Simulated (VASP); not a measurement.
# BaS (P1) in VASP: single point with PBE

Aim: the single point of BaS with PBE.

Program: VASP 6.6.1. These are calculated values, not measurements. Logs are shortened: lines on timing, memory, paths and dates and some standing lists are left out, and cuts for length are marked.

## (1) The cell of the first run

The typed cell holds 4 atoms: a = 4.354 Å, b = 4.443 Å, c = 7.769 Å, α = 90.64°, β = 89.50°, γ = 120.77°.

## (2) Single point, PBE (atoms moved at random and the cell strained at random)

INCAR reads:

```
SYSTEM = BaS
ALGO = Normal ; EDIFF = 1E-6
ENCUT = 520 ; GGA = PE
ISIF = 2 ; ISMEAR = 0
LASPH = .True. ; LCHARG = .False.
LREAL = .False. ; LWAVE = .False.
NBANDS = 24 ; NELM = 100
PREC = Accurate ; SIGMA = 0.05
```

KPOINTS reads:

```
k-points
0
Gamma
  8 8 6
  0 0 0
```

POSCAR reads:

```
BaS
1.0
    4.3539548111     -0.0547621115      0.0189868938
   -2.2244027853      3.8459076584     -0.0247540368
    0.0333658184     -0.0309662452      7.7687028746
Ba S
2 2
Direct
    0.3153731243      0.6439803786      0.2449605394
    0.6718123947      0.3616704892      0.7427828834
    0.0256063460     -0.0054492686      0.0000028705
   -0.0127918650     -0.0002015992      0.5122537067
```

Potentials or basis: VASP PAW PBE potentials, release 64 (Ba_sv, S).

Command:

```
> cat potpaw_PBE.64/Ba_sv/POTCAR potpaw_PBE.64/S/POTCAR > POTCAR
> mpirun -np 1 vasp_std > vasp.out
```

OUTCAR:

```text
SYSTEM = BaS
   EDIFF = 1E-6
   ENCUT = 520
   GGA = PE
   ISIF = 2
   ISMEAR = 0
   LASPH = .True.
   LREAL = .False.
   NELM = 100
   PREC = Accurate

 ion  position               nearest neighbor table
   1  0.315  0.644  0.245-   3 3.12   3 3.12   4 3.23   3 3.26   4 3.27   4 3.32   2 4.55   2 4.58
                             2 4.60   2 4.60   2 4.72
   2  0.672  0.362  0.743-   4 3.04   3 3.13   4 3.13   4 3.14   3 3.14   3 3.42   1 4.55   1 4.58
                             1 4.60   1 4.60   1 4.72
   3  0.026  0.995  0.000-   1 3.12   1 3.12   2 3.13   2 3.14   1 3.26   2 3.42
   4  0.987  1.000  0.512-   2 3.04   2 3.13   2 3.14   1 3.23   1 3.27   1 3.32

  LATTYP: Found a triclinic cell.
 ALAT       =     4.4429254136
 B/A-ratio  =     0.9787045069
 C/A-ratio  =     1.7485857893
 COS(alpha) =     0.0026981339
 COS(beta)  =     0.0111720673
 COS(gamma) =     0.5095213975

  Lattice vectors:

 A1 = (  -2.2244027853,   3.8459076584,  -0.0247540368)
 A2 = (   2.1295520258,   3.7911455469,  -0.0057671430)
 A3 = (  -0.0333658184,   0.0309662452,  -7.7687028746)

Analysis of symmetry for initial positions (statically):
=====================================================================
 Subroutine PRICEL returns:
 Original cell was already a primitive cell.

 Routine SETGRP: Setting up the symmetry group for a
 triclinic supercell.

 Subroutine GETGRP returns: Found  1 space group operations
 (whereof  1 operations were pure point group operations)
 out of a pool of  2 trial point group operations.

The static configuration has the point symmetry C_1 .

Analysis of symmetry for dynamics (positions and initial velocities):
=====================================================================
 Subroutine PRICEL returns:
 Original cell was already a primitive cell.

 Routine SETGRP: Setting up the symmetry group for a
 triclinic supercell.

 Subroutine GETGRP returns: Found  1 space group operations
 (whereof  1 operations were pure point group operations)
 out of a pool of  2 trial point group operations.

The dynamic configuration has the point symmetry C_1 .

 Subroutine INISYM returns: Found  1 space group operations
 (whereof  1 operations are pure point group operations),
 and found     1 'primitive' translations

----------------------------------------------------------------------------------------

                                     Primitive cell

  volume of cell :     129.1355

  direct lattice vectors                    reciprocal lattice vectors
     4.353954811 -0.054762112  0.018986894     0.231361284  0.133812181 -0.000460295
    -2.224402785  3.845907658 -0.024754037     0.003289899  0.261926090  0.001029914
     0.033365818 -0.030966245  7.768702875    -0.000554970  0.000507556  0.128726024

  length of vectors
     4.354340580  4.442925414  7.768836241     0.267271314  0.261948775  0.128728221

  position of ions in fractional coordinates (direct lattice)
     0.315373124  0.643980379  0.244960539
     0.671812395  0.361670489  0.742782883
     0.025606346  0.994550731  0.000002870
     0.987208135  0.999798401  0.512253707

  ion indices of the primitive-cell ions
   primitive index   ion index
                 1           1
                 2           2
                 3           3
                 4           4

----------------------------------------------------------------------------------------

 KPOINTS: k-points

Automatic generation of k-mesh.
 Grid dimensions read from file:
 generate k-points for:    8    8    6

 Generating k-lattice:

  Cartesian coordinates                     Fractional coordinates (reciprocal lattice)
     0.028920161  0.016726523 -0.000057537     0.125000000  0.000000000 -0.000000000
     0.000411237  0.032740761  0.000128739    -0.000000000  0.125000000 -0.000000000
    -0.000092495  0.000084593  0.021454337     0.000000000  0.000000000  0.166666667

  Length of vectors
     0.033408914  0.032743597  0.021454704

  Shift w.r.t. Gamma in fractional coordinates (k-lattice)
     0.000000000  0.000000000  0.000000000

 Subroutine IBZKPT returns following result:
 ===========================================

 Found    196 irreducible k-points:

 Following reciprocal coordinates:
            Coordinates               Weight
  0.000000  0.000000  0.000000      1.000000
  0.125000  0.000000 -0.000000      2.000000
  0.250000  0.000000 -0.000000      2.000000
  0.375000 -0.000000 -0.000000      2.000000
  0.500000  0.000000 -0.000000      1.000000
  0.000000  0.125000  0.000000      2.000000
[... 16 lines left out ...]
  0.125000  0.375000  0.000000      2.000000
  0.250000  0.375000 -0.000000      2.000000
 [... further k-points ...]
   k-points           NKPTS =    196   k-points in BZ     NKDIM =    196   number of bands    NBANDS=     24
   number of dos      NEDOS =    301   number of ions     NIONS =      4
   total plane-waves  NPLWV =  69120
   dimension x,y,z NGX =    32 NGY =   36 NGZ =   60
   dimension x,y,z NGXF=    64 NGYF=   72 NGZF=  120
   ions per type =               2   2
   NGX,Y,Z   is equivalent  to a cutoff of  12.22, 13.47, 12.84 a.u.
   NGXF,Y,Z  is equivalent  to a cutoff of  24.43, 26.94, 25.68 a.u.
 SYSTEM =  BaS
   PREC   = accura    normal or accurate (medium, high low for compatibility)
   ISTART =      0    job   : 0-new  1-cont  2-samecut
   ICHARG =      2    charge: 1-file 2-atom 10-const
   ISPIN  =      1    spin polarized calculation?
   LNONCOLLINEAR =      F non collinear calculations
   LSORBIT =      F    spin-orbit coupling
   LASPH  =      T    aspherical Exc in radial PAW
   ENCUT  =  520.0 eV  38.22 Ry    6.18 a.u.   8.10  8.26 14.44*2*pi/ulx,y,z
   NELM   =    100;   NELMIN=  2; NELMDL= -5     # of ELM steps
   EDIFF  = 0.1E-05   stopping-criterion for ELM
   LREAL  =      F    real-space projection
   EDIFFG = 0.1E-04   stopping-criterion for IOM
   NSW    =      0    number of steps for IOM
   IBRION =     -1    ionic relax: 0-MD 1-quasi-New 2-CG
   NFREE  =      0    steps in history (QN), initial steepest desc. (CG)
   ISIF   =      2    stress and relaxation
   ISYM   =      2    0-nonsym 1-usesym 2-fastsym
   POTIM  = 0.5000    time-step for ionic-motion
   TEBEG  =    0.0;   TEEND  =   0.0 temperature during run
   PSTRESS=    0.0 pullay stress
   NELECT =      32.0000    total number of electrons
   NUPDOWN=      -1.0000    fix difference up-down
   EMIN   =  10.00;   EMAX   =-10.00  energy-range for DOS
   EFERMI =   0.00;   METHOD = LEGACY
   ISMEAR =     0;   SIGMA  =   0.05  broadening in eV -4-tet -1-fermi 0-gaus
   EFERMI_NEDOS =   21; number of points for ismear=-14 and -15
   IALGO  =     38    algorithm
   IMIX   =      4    mixing-type and parameters
     AMIX     =   0.40;   BMIX     =  1.00
     AMIX_MAG =   1.60;   BMIX_MAG =  1.00
  volume/ion in A,a.u.               =      32.28       217.86
  Fermi-wavevector in a.u.,A,eV,Ry     =   1.028276  1.943160 14.386137  1.057351
  Thomas-Fermi vector in A             =   2.162264
   LORBIT       =      0    0 simple, 1 ext, 2 COOP (PROOUT), +10 PAW based schemes
   GGA     = PE    functional components
   LHFCALC =     F    Hartree Fock is set to
   AEXX    =    0.0000 exact exchange contribution
   IVDW    =     0    specifies the selected vdW correction
   LEPSILON=     F    determine dielectric tensor
   LRPA    =     F    only Hartree local field effects (RPA)
 non-spin polarized calculation
 Gauss-broadening in eV      SIGMA  =   0.05
  energy-cutoff  :      520.00
  volume of cell :      129.14
 maximum number of plane-waves:      3506
   NGX = 17   NGY = 17   NGZ = 29

 number of electron      32.0000000 magnetization

 Free energy of the ion-electron system (eV)
  ---------------------------------------------------
  ext. energy  EPLUGINS =         0.00000000
  ---------------------------------------------------
  free energy    TOTEN  =       -20.03429500 eV

  energy without entropy =      -20.03429500  energy(sigma->0) =      -20.03429500

 E-fermi :   2.1914     XC(G=0):  -8.6454

 val. band max:        1.9461363608   @ k =   0.0000   0.0000   0.0000
 cond. band min:       3.9117375988   @ k =   0.0000   0.5000   0.0000
 fundamental gap:      1.9656012380
 Fermi energy:         2.1914410525

 k-point     1 :       0.0000    0.0000    0.0000
  band No.  band energies     occupation
      1     -24.6833      2.00000
      2     -24.4377      2.00000
      3     -10.7638      2.00000
      4      -9.7580      2.00000
      5      -9.7428      2.00000
      6      -9.6497      2.00000
[... 16 lines left out ...]
     23       6.3533      0.00000
     24       7.9593      0.00000

 k-point     2 :       0.1250    0.0000   -0.0000
  band No.  band energies     occupation
      1     -24.6769      2.00000
      2     -24.4312      2.00000
      3     -10.6855      2.00000
      4      -9.9435      2.00000
      5      -9.7686      2.00000
      6      -9.7100      2.00000
[... 16 lines left out ...]
     23       7.1939      0.00000
     24       7.6712      0.00000

 k-point     3 :       0.2500    0.0000   -0.0000
  band No.  band energies     occupation
      1     -24.6614      2.00000
      2     -24.4155      2.00000
      3     -10.4745      2.00000
      4     -10.3157      2.00000
      5      -9.9131      2.00000
      6      -9.8171      2.00000
[... 16 lines left out ...]
     23       7.4287      0.00000
     24       7.6423      0.00000
[... 514 lines left out ...]
 k-point    23 :       0.1250    0.3750    0.0000
  band No.  band energies     occupation
      1     -24.6428      2.00000
      2     -24.3963      2.00000
      3     -10.7463      2.00000
      4     -10.1154      2.00000
      5      -9.9772      2.00000
      6      -9.9122      2.00000
[... 16 lines left out ...]
     23       8.4352      0.00000
     24       8.5892      0.00000

 k-point    24 :       0.2500    0.3750   -0.0000
  band No.  band energies     occupation
      1     -24.6384      2.00000
      2     -24.3921      2.00000
      3     -10.7348      2.00000
      4     -10.0764      2.00000
      5     -10.0046      2.00000
      6      -9.8740      2.00000
[... 16 lines left out ...]
     23       8.2159      0.00000
     24       8.3521      0.00000

 [... further k-points ...]

------------------------ aborting loop because EDIFF is reached ----------------------------------------

  FORCE on cell =-STRESS in cart. coord.  units (eV):
  Direction    XX          YY          ZZ          XY          YZ          ZX
  --------------------------------------------------------------------------------------
  -------------------------------------------------------------------------------------
  Total        1.1117217      1.4698679      0.9522671      0.2871218     -0.0249294     -0.0283845
  in kB       13.7930756     18.2365780     11.8147308      3.5623061     -0.3092983     -0.3521648
  external PRESSURE =      14.6147948 kB  Pullay stress =       0.0000000 kB

 VOLUME and BASIS-vectors are now :
 -----------------------------------------------------------------------------
  energy-cutoff  :      520.00
  volume of cell :      129.14
      direct lattice vectors                 reciprocal lattice vectors
     4.353954811 -0.054762112  0.018986894     0.231361284  0.133812181 -0.000460295
    -2.224402785  3.845907658 -0.024754037     0.003289899  0.261926090  0.001029914
     0.033365818 -0.030966245  7.768702875    -0.000554970  0.000507556  0.128726024

 POSITION                                       TOTAL-FORCE (eV/Angst)
 -----------------------------------------------------------------------------------
     -0.05118      2.45183      1.89307         0.131085      0.184442      0.130026
      2.14532      1.33116      5.77426         0.177586     -0.351175      0.260491
     -2.10079      3.82355     -0.02411        -0.278996      0.048704      0.198288
      2.09140      3.77521      3.97354        -0.029676      0.118029     -0.588805
 -----------------------------------------------------------------------------------
    total drift:                               -0.000053     -0.000130     -0.000137

  FREE ENERGIE OF THE ION-ELECTRON SYSTEM (eV)
  ---------------------------------------------------
  free  energy   TOTEN  =       -20.0342949979 eV

  energy  without entropy=      -20.0342949979  energy(sigma->0) =      -20.03429500
```

Run time: 14 min. Hardware: 1 thread of AMD EPYC 7R13, shared host; peak memory 0.6 GiB.

Results:

```yaml
Free_energy: -20.0343 eV
Pressure: 1.5 GPa
Largest_force: 0.601 eV/Å
Band_gap_on_the_k_mesh: 1.97 eV (least direct gap 2.20 eV)
```

Forces in eV/Å, atoms in the order of the input:
```
Ba   0.131  0.184  0.130
Ba   0.178 -0.351  0.260
S   -0.279  0.049  0.198
S   -0.030  0.118 -0.589
```

Stress tensor (GPa, compression positive):
```
 1.38  0.36 -0.04
 0.36  1.82 -0.03
-0.04 -0.03  1.18
```

Caveat: the cell differs from its parent crystal (atoms moved at random and the cell strained at random); spin-orbit coupling is left out, which moves the levels of the heavy elements. A k mesh can miss the band edges.
